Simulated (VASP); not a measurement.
CdF2, 3 atoms in the cell. Symmetry: I4/mmm, No. 139, tetragonal system. Conventional cell: a = 3.753 Å, b = 3.753 Å, c = 5.388 Å, α = 90.00°, β = 90.00°, γ = 90.00°. Cd (site symmetry 4/mmm) has 8 F at 2.31 Å within 3.1 Å. Within 3.1 Å of F (site symmetry -4m2) lie 4 Cd at 2.31 Å and 6 F at 2.65 to 2.69 Å.  This cell differs from its parent crystal: strain -0.015 along x and y, +0.000 along z.

```yaml
Program: VASP 6.6.1
Task: single point
Functional: PBE
Potentials_or_basis: VASP PAW PBE potentials, release 64 (Cd, F)
Cutoff: 520 eV
k_mesh: 8 × 8 × 8
Occupations: gaussian, width 0.05 eV
Spin: no spin polarisation
Dipole_correction: no
Further_INCAR_settings: ALGO = Normal; EDIFF = 1e-07; NBANDS = 20
```

Potentials or basis: VASP PAW PBE potentials, release 64 (Cd, F).

Run with:

```sh
$ cat potpaw_PBE.64/Cd/POTCAR potpaw_PBE.64/F/POTCAR > POTCAR
$ mpirun -np 1 vasp_std > vasp.out
```

Hardware: 1 thread of Intel Xeon 8259CL, on a shared host.

Question: Estimate the wall time of this run.

Answer: It took 66 s on 1 thread of Intel Xeon 8259CL (shared host), peak memory 0.18 GiB. Counts: scf iterations 15, k points 59.
